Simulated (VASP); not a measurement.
# Al (Fm-3m) in VASP: single point with r2SCAN

Aim: the single point of Al with r2SCAN.

Everything below comes from runs of VASP 6.6.1. Logs are shortened: lines on timing, memory, paths and dates and some standing lists are left out, and cuts for length are marked.

### 1 The cell of the first run

The structure is cubic, space group Fm-3m (No. 225). The conventional cell has a = 4.041 Å, b = 4.041 Å, c = 4.041 Å, α = 90.00°, β = 90.00°, γ = 90.00°. Within 3.8 Å of Al (site symmetry m-3m) lie 12 Al at 2.86 Å.

### 2 Single point, r2SCAN, collinear spin, zero start

POSCAR reads:

```
Al
1.0
    0.0000000000      2.0207284184      2.0207284184
    2.0207284184      0.0000000000      2.0207284184
    2.0207284184      2.0207284184      0.0000000000
Al
1
Direct
    0.0000000000      0.0000000000      0.0000000000
```

INCAR.step1 reads:

```
SYSTEM = Al
  PREC = Accurate
  ENCUT = 520
  ISMEAR = 0
  SIGMA = 0.1
  LREAL = .FALSE.
  LASPH = .TRUE.
  NELM = 150
  ISPIN = 2
  MAGMOM = 0
  NBANDS = 12
  GGA = PE
  ALGO = Normal
  EDIFF = 1E-4
  LWAVE = .TRUE.
  LCHARG = .FALSE.
```

INCAR.step2 reads:

```
SYSTEM = Al
  PREC = Accurate
  ENCUT = 520
  EDIFF = 1E-7
  ISMEAR = 0
  SIGMA = 0.1
  LREAL = .FALSE.
  LASPH = .TRUE.
  NELM = 150
  ALGO = Normal
  ISIF = 2
  LWAVE = .FALSE.
  LCHARG = .FALSE.
  ISPIN = 2
  MAGMOM = 0
  LORBIT = 11
  METAGGA = R2SCAN
  LMIXTAU = .TRUE.
  NBANDS = 12
  ISTART = 1
```

KPOINTS reads:

```
Automatic mesh
0
G
  18 18 18
  0 0 0
```

Potentials or basis: VASP PAW PBE potentials, release 64 (Al).

Started as:

```
$ cat potpaw_PBE.64/Al/POTCAR > POTCAR
$ cp INCAR.step1 INCAR
$ mpirun -np 1 vasp_std > vasp.out
$ cp INCAR.step2 INCAR
$ mpirun -np 1 vasp_std > vasp.out
```

OUTCAR:

```text
SYSTEM = Al
   PREC = Accurate
   ENCUT = 520
   EDIFF = 1E-7
   ISMEAR = 0
   LREAL = .FALSE.
   LASPH = .TRUE.
   NELM = 150
   ISIF = 2
   ISPIN = 2
   LORBIT = 11
   METAGGA = R2SCAN
   ISTART = 1

 ion  position               nearest neighbor table
   1  0.000  0.000  0.000-

  LATTYP: Found a face centered cubic cell.
 ALAT       =     4.0414568368

  Lattice vectors:

 A1 = (   0.0000000000,   2.0207284184,   2.0207284184)
 A2 = (   2.0207284184,   0.0000000000,   2.0207284184)
 A3 = (   2.0207284184,   2.0207284184,   0.0000000000)

Analysis of symmetry for initial positions (statically):
=====================================================================
 Subroutine PRICEL returns:
 Original cell was already a primitive cell.

 Routine SETGRP: Setting up the symmetry group for a
 face centered cubic supercell.

 Subroutine GETGRP returns: Found 48 space group operations
 (whereof 48 operations were pure point group operations)
 out of a pool of 48 trial point group operations.

The static configuration has the point symmetry O_h .

Analysis of symmetry for dynamics (positions and initial velocities):
=====================================================================
 Subroutine PRICEL returns:
 Original cell was already a primitive cell.

 Routine SETGRP: Setting up the symmetry group for a
 face centered cubic supercell.

 Subroutine GETGRP returns: Found 48 space group operations
 (whereof 48 operations were pure point group operations)
 out of a pool of 48 trial point group operations.

The dynamic configuration has the point symmetry O_h .

Analysis of structural, dynamic, and magnetic symmetry:
=====================================================================
 Subroutine PRICEL returns:
 Original cell was already a primitive cell.

 Routine SETGRP: Setting up the symmetry group for a
 face centered cubic supercell.

 Subroutine GETGRP returns: Found 48 space group operations
 (whereof 48 operations were pure point group operations)
 out of a pool of 48 trial point group operations.

The overall configuration has the point symmetry O_h .

 Subroutine INISYM returns: Found 48 space group operations
 (whereof 48 operations are pure point group operations),
 and found     1 'primitive' translations

----------------------------------------------------------------------------------------

                                     Primitive cell

  volume of cell :      16.5027

  direct lattice vectors                    reciprocal lattice vectors
     0.000000000  2.020728418  2.020728418    -0.247435526  0.247435526  0.247435526
     2.020728418  0.000000000  2.020728418     0.247435526 -0.247435526  0.247435526
[... 127 lines left out ...]
  ---------------------------------------------------
  ext. energy  EPLUGINS =         0.00000000
  ---------------------------------------------------
  free energy    TOTEN  =        -6.72966996 eV

  energy without entropy =       -6.72690950  energy(sigma->0) =       -6.72828973

 E-fermi :   8.0164     XC(G=0): -10.9057

 val. band max:        8.0075708773   @ k =  -0.4444   0.3333   0.1111
 cond. band min:       8.0253968310   @ k =  -0.2222   0.3889   0.1667
 fundamental gap:      0.0178259536
 Fermi energy:         8.0163534188

 spin component 1

 k-point     1 :       0.0000    0.0000    0.0000
  band No.  band energies     occupation
      1      -3.8218      1.00000
      2      21.3364      0.00000
      3      21.3364      0.00000
      4      21.3364      0.00000
      5      23.2329      0.00000
      6      23.2329      0.00000
      7      23.2330      0.00000
      8      25.3761      0.00000
      9      28.6055      0.00000
     10      28.6055      0.00000
     11      31.9047      0.00000
     12      34.1831      0.00000
[... 333 lines left out ...]
      1      -2.0771      1.00000
      2      12.0990      0.00000
      3      17.9199      0.00000
      4      20.9433      0.00000
      5      22.8083      0.00000
      6      23.9324      0.00000
      7      24.4199      0.00000
      8      26.7246      0.00000
      9      28.1328      0.00000
     10      29.5234      0.00000
     11      34.2690      0.00000
     12      40.1053      0.00000

 [... further k-points ...]

 spin component 2

 k-point     1 :       0.0000    0.0000    0.0000
  band No.  band energies     occupation
      1      -3.8218      1.00000
      2      21.3364      0.00000
      3      21.3364      0.00000
      4      21.3364      0.00000
      5      23.2330      0.00000
      6      23.2330      0.00000
      7      23.2330      0.00000
      8      25.3761      0.00000
      9      28.6055      0.00000
     10      28.6055      0.00000
     11      31.9047      0.00000
     12      34.1831      0.00000
[... 333 lines left out ...]
      1      -2.0771      1.00000
      2      12.0990      0.00000
      3      17.9199      0.00000
      4      20.9433      0.00000
      5      22.8083      0.00000
      6      23.9324      0.00000
      7      24.4199      0.00000
      8      26.7246      0.00000
      9      28.1328      0.00000
     10      29.5234      0.00000
     11      34.2690      0.00000
     12      40.1053      0.00000

 [... further k-points ...]

------------------------ aborting loop because EDIFF is reached ----------------------------------------

  FORCE on cell =-STRESS in cart. coord.  units (eV):
  Direction    XX          YY          ZZ          XY          YZ          ZX
  --------------------------------------------------------------------------------------
  -------------------------------------------------------------------------------------
  Total       -0.3517404     -0.3517404     -0.3517404     -0.0000000     -0.0000000      0.0000000
  in kB      -34.1490769    -34.1490769    -34.1490769     -0.0000000     -0.0000000      0.0000000
  external PRESSURE =     -34.1490769 kB  Pullay stress =       0.0000000 kB

 VOLUME and BASIS-vectors are now :
 -----------------------------------------------------------------------------
  energy-cutoff  :      520.00
  volume of cell :       16.50
      direct lattice vectors                 reciprocal lattice vectors
     0.000000000  2.020728418  2.020728418    -0.247435526  0.247435526  0.247435526
     2.020728418  0.000000000  2.020728418     0.247435526 -0.247435526  0.247435526
     2.020728418  2.020728418  0.000000000     0.247435526  0.247435526 -0.247435526

 POSITION                                       TOTAL-FORCE (eV/Angst)
 -----------------------------------------------------------------------------------
      0.00000      0.00000      0.00000         0.000000      0.000000      0.000000
 -----------------------------------------------------------------------------------
    total drift:                               -0.000000      0.000000      0.000000

  FREE ENERGIE OF THE ION-ELECTRON SYSTEM (eV)
  ---------------------------------------------------
  free  energy   TOTEN  =        -6.7296699646 eV

  energy  without entropy=       -6.7269095012  energy(sigma->0) =       -6.72828973

 total charge

# of ion       s       p       d       tot
------------------------------------------
    1        0.416   0.354   0.000   0.771

 magnetization (x)

# of ion       s       p       d       tot
------------------------------------------
    1        0.000   0.000   0.000   0.000
```

OUTCAR.step1:

```text
SYSTEM = Al
   PREC = Accurate
   ENCUT = 520
   ISMEAR = 0
   LREAL = .FALSE.
   LASPH = .TRUE.
   NELM = 150
[... 960 lines left out ...]
 -----------------------------------------------------------------------------------
      0.00000      0.00000      0.00000         0.000000      0.000000      0.000000
 -----------------------------------------------------------------------------------
    total drift:                                0.000000     -0.000000     -0.000000

  FREE ENERGIE OF THE ION-ELECTRON SYSTEM (eV)
  ---------------------------------------------------
  free  energy   TOTEN  =        -3.7445325936 eV

  energy  without entropy=       -3.7416086990  energy(sigma->0) =       -3.74307065
```

Run time: 89 s. Hardware: 1 thread of Intel Xeon 6975P-C (Granite Rapids), shared host; peak memory 0.18 GiB.

Results:

| Quantity | Value |
| --- | --- |
| Free energy | -6.7297 eV |
| Pressure | -3.4 GPa |
| Net moment | 0.00 μB per cell |
| Valence electrons inside the program's atomic spheres | Al 0.77 |

Caveat: the PAW data sets were made with another functional, which shifts forces and pressure a little.
